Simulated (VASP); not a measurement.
# Al3GaAs4 (P-43m) in VASP: further runs, part 2 of 2

VASP 6.6.1. The steps go on from the part before.

**4. Single point, PBE**

This run uses another cell than the first one, of 21.47 Å³/atom, 0.912 times its volume.

Contents of INCAR:

```
SYSTEM = Al3GaAs4
  PREC = Accurate
  ENCUT = 520
  EDIFF = 1E-6
  ISMEAR = 0
  SIGMA = 0.1
  LREAL = .FALSE.
  LASPH = .TRUE.
  NELM = 100
  ALGO = Normal
  ISIF = 2
  LWAVE = .FALSE.
  LCHARG = .FALSE.
  GGA = PE
  NBANDS = 31
```

Contents of KPOINTS:

```
Automatic mesh
0
G
  4 4 4
  0 0 0
```

Contents of POSCAR:

```
Al3GaAs4
1.0
    5.5585517300      0.0000000000      0.0000000000
    0.0000000000      5.5585517300      0.0000000000
    0.0000000000      0.0000000000      5.5585517300
Al Ga As
3 1 4
Direct
    0.0000000000      0.5000000000      0.5000000000
    0.5000000000      0.5000000000      0.0000000000
    0.5000000000      0.0000000000      0.5000000000
    0.0000000000      0.0000000000      0.0000000000
    0.7384977300      0.7384977300      0.2615022700
    0.7384977300      0.2615022700      0.7384977300
    0.2615022700      0.7384977300      0.7384977300
    0.2615022700      0.2615022700      0.2615022700
```

Potentials or basis: VASP PAW PBE potentials, release 64 (Al, Ga_d, As).

Command:

```bash
> cat potpaw_PBE.64/Al/POTCAR potpaw_PBE.64/Ga_d/POTCAR potpaw_PBE.64/As/POTCAR > POTCAR
> mpirun -np 1 vasp_std > vasp.out
```

OUTCAR:

```text
SYSTEM = Al3GaAs4
   PREC = Accurate
   ENCUT = 520
   EDIFF = 1E-6
   ISMEAR = 0
   LREAL = .FALSE.
   LASPH = .TRUE.
   NELM = 100
   ISIF = 2
   GGA = PE

 ion  position               nearest neighbor table
   1  0.000  0.500  0.500-   5 2.37   6 2.37   7 2.37   8 2.37
   2  0.500  0.500  0.000-   5 2.37   6 2.37   7 2.37   8 2.37
   3  0.500  0.000  0.500-   5 2.37   6 2.37   7 2.37   8 2.37
   4  0.000  0.000  0.000-   5 2.52   6 2.52   7 2.52   8 2.52
   5  0.738  0.738  0.262-   1 2.37   2 2.37   3 2.37   4 2.52
   6  0.738  0.262  0.738-   1 2.37   2 2.37   3 2.37   4 2.52
   7  0.262  0.738  0.738-   1 2.37   2 2.37   3 2.37   4 2.52
   8  0.262  0.262  0.262-   1 2.37   2 2.37   3 2.37   4 2.52

  LATTYP: Found a simple cubic cell.
 ALAT       =     5.5585517300

  Lattice vectors:

 A1 = (   5.5585517300,   0.0000000000,   0.0000000000)
 A2 = (   0.0000000000,   5.5585517300,   0.0000000000)
 A3 = (   0.0000000000,   0.0000000000,   5.5585517300)

Analysis of symmetry for initial positions (statically):
=====================================================================
 Subroutine PRICEL returns:
 Original cell was already a primitive cell.

 Routine SETGRP: Setting up the symmetry group for a
 simple cubic supercell.

 Subroutine GETGRP returns: Found 24 space group operations
 (whereof 24 operations were pure point group operations)
 out of a pool of 48 trial point group operations.

The static configuration has the point symmetry T_d .

Analysis of symmetry for dynamics (positions and initial velocities):
=====================================================================
 Subroutine PRICEL returns:
 Original cell was already a primitive cell.

 Routine SETGRP: Setting up the symmetry group for a
 simple cubic supercell.

 Subroutine GETGRP returns: Found 24 space group operations
 (whereof 24 operations were pure point group operations)
 out of a pool of 48 trial point group operations.

The dynamic configuration has the point symmetry T_d .

 Subroutine INISYM returns: Found 24 space group operations
[... 119 lines left out ...]
   GGA     = PE    functional components
   LHFCALC =     F    Hartree Fock is set to
   AEXX    =    0.0000 exact exchange contribution
   IVDW    =     0    specifies the selected vdW correction
   LEPSILON=     F    determine dielectric tensor
   LRPA    =     F    only Hartree local field effects (RPA)
 non-spin polarized calculation
 Gauss-broadening in eV      SIGMA  =   0.10
  energy-cutoff  :      520.00
  volume of cell :      171.75
 maximum number of plane-waves:      4680
 NGX is ok and might be reduce to    42
   NGX = 21   NGY = 21   NGZ = 21

 number of electron      41.9999992 magnetization

 Free energy of the ion-electron system (eV)
  ---------------------------------------------------
  ext. energy  EPLUGINS =         0.00000000
  ---------------------------------------------------
  free energy    TOTEN  =       -35.75818374 eV

  energy without entropy =      -35.75818374  energy(sigma->0) =      -35.75818374

 E-fermi :   4.7075     XC(G=0):  -9.3975

 val. band max:        4.2715498804   @ k =   0.0000   0.0000   0.0000
 cond. band min:       5.3171974568   @ k =   0.0000   0.0000   0.0000
 fundamental gap:      1.0456475764
 Fermi energy:         4.7074512980

 k-point     1 :       0.0000    0.0000    0.0000
  band No.  band energies     occupation
      1     -10.0775      2.00000
      2     -10.0775      2.00000
      3     -10.0775      2.00000
      4     -10.0168      2.00000
      5     -10.0168      2.00000
      6      -8.0468      2.00000
[... 329 lines left out ...]
     30       8.8937      0.00000
     31       8.8937      0.00000

------------------------ aborting loop because EDIFF is reached ----------------------------------------

  FORCE on cell =-STRESS in cart. coord.  units (eV):
  Direction    XX          YY          ZZ          XY          YZ          ZX
  --------------------------------------------------------------------------------------
  -------------------------------------------------------------------------------------
  Total        8.7585130      8.7585130      8.7585130      0.0000000      0.0000000     -0.0000000
  in kB       81.7063868     81.7063868     81.7063868      0.0000000      0.0000000     -0.0000000
  external PRESSURE =      81.7063868 kB  Pullay stress =       0.0000000 kB

 VOLUME and BASIS-vectors are now :
 -----------------------------------------------------------------------------
  energy-cutoff  :      520.00
  volume of cell :      171.75
      direct lattice vectors                 reciprocal lattice vectors
     5.558551730  0.000000000  0.000000000     0.179902976  0.000000000  0.000000000
     0.000000000  5.558551730  0.000000000     0.000000000  0.179902976  0.000000000
     0.000000000  0.000000000  5.558551730     0.000000000  0.000000000  0.179902976

 POSITION                                       TOTAL-FORCE (eV/Angst)
 -----------------------------------------------------------------------------------
      0.00000      2.77928      2.77928         0.000000      0.000000      0.000000
      2.77928      2.77928      0.00000         0.000000      0.000000      0.000000
      2.77928      0.00000      2.77928         0.000000      0.000000      0.000000
      0.00000      0.00000      0.00000         0.000000      0.000000      0.000000
      4.10498      4.10498      1.45357         0.738696      0.738696     -0.738696
      4.10498      1.45357      4.10498         0.738696     -0.738696      0.738696
      1.45357      4.10498      4.10498        -0.738696      0.738696      0.738696
      1.45357      1.45357      1.45357        -0.738696     -0.738696     -0.738696
 -----------------------------------------------------------------------------------
    total drift:                               -0.000000     -0.000000      0.000000

  FREE ENERGIE OF THE ION-ELECTRON SYSTEM (eV)
  ---------------------------------------------------
  free  energy   TOTEN  =       -35.7581837360 eV

  energy  without entropy=      -35.7581837360  energy(sigma->0) =      -35.75818374
```

OSZICAR:

```text
N       E                     dE             d eps       ncg     rms          rms(c)
DAV:   1     0.236425405636E+03    0.23643E+03   -0.17288E+04   674   0.135E+03
DAV:   2    -0.442620291403E+01   -0.24085E+03   -0.22552E+03   675   0.307E+02
DAV:   3    -0.355025232840E+02   -0.31076E+02   -0.30353E+02   765   0.957E+01
DAV:   4    -0.366808831902E+02   -0.11784E+01   -0.11747E+01   773   0.190E+01
DAV:   5    -0.367055725736E+02   -0.24689E-01   -0.24684E-01   790   0.280E+00    0.675E+00
DAV:   6    -0.358897792782E+02    0.81579E+00   -0.11654E+00   911   0.104E+01    0.400E+00
DAV:   7    -0.357548480119E+02    0.13493E+00   -0.72095E-01   718   0.310E+00    0.130E+00
DAV:   8    -0.357561929224E+02   -0.13449E-02   -0.48090E-02   721   0.194E+00    0.306E-01
DAV:   9    -0.357578306402E+02   -0.16377E-02   -0.62982E-03   789   0.774E-01    0.119E-01
DAV:  10    -0.357579510591E+02   -0.12042E-03   -0.47271E-04   760   0.121E-01    0.609E-02
DAV:  11    -0.357581807100E+02   -0.22965E-03   -0.31654E-04   697   0.906E-02    0.951E-03
DAV:  12    -0.357581825758E+02   -0.18658E-05   -0.80929E-06   869   0.226E-02    0.673E-03
DAV:  13    -0.357581835854E+02   -0.10095E-05   -0.39837E-06   687   0.917E-03    0.195E-03
DAV:  14    -0.357581837360E+02   -0.15058E-06   -0.10136E-07   443   0.228E-03
   1 F= -.35758184E+02 E0= -.35758184E+02  d E =-.148031E-10
```

stdout:

```text
POSCAR found type information on POSCAR AlGaAs
 POSCAR found :  3 types and       8 ions
 scaLAPACK will be used
 LDA part: xc-table for (Slater+PW92), standard interpolation
 POSCAR, INCAR and KPOINTS ok, starting setup
 FFT: planning ... GRIDC
 FFT: planning ... GRID_SOFT
 FFT: planning ... GRID
 WAVECAR not read
 entering main loop
```

It took 50 s on 1 thread of Intel Xeon Platinum 8375C at 2.90GHz (Ice Lake), shared host; peak memory 0.27 GiB.

Results:

| Quantity | Value |
| --- | --- |
| Free energy | -35.7582 eV |
| Pressure | 8.2 GPa |
| Largest force | 1.279 eV/Å |
| Band gap on the k mesh | 1.05 eV, direct |

Forces in eV/Å, atoms in the order of the input:
```
Al   0.000  0.000  0.000
Al   0.000  0.000  0.000
Al   0.000  0.000  0.000
Ga   0.000  0.000  0.000
As   0.739  0.739 -0.739
As   0.739 -0.739  0.739
As  -0.739  0.739  0.739
As  -0.739 -0.739 -0.739
```

Caveat: forces of over 1 eV/Å act on the atoms, so gaps and moduli don't describe the material at rest. Expect the measured gap to be larger: semilocal functionals such as PBE lack the derivative discontinuity.

**5. Summary**

```tsv
task	cell	k mesh	cutoff (eV)	smearing	gap on the mesh (eV)	pressure (GPa)
single point	a = 5.733 Å, 8 atoms	6 × 6 × 6	520	gaussian 0.02 eV	1.03	0.2
relaxation of cell and atoms	relaxed from a = 5.726 Å, 8 atoms	6 × 6 × 6	600	gaussian 0.02 eV	1.02	0.0
single point	a = 5.559 Å, 8 atoms	4 × 4 × 4	520	gaussian 0.1 eV	1.05	8.2
```

Alike in all rows: level PBE; potentials or basis VASP PAW PBE potentials, release 64 (Al, Ga_d, As); no spin polarisation.

Caveats: forces of over 1 eV/Å act on the atoms, so gaps and moduli don't describe the material at rest (some runs).

Absolute energies hang on the potentials; compare differences alone.
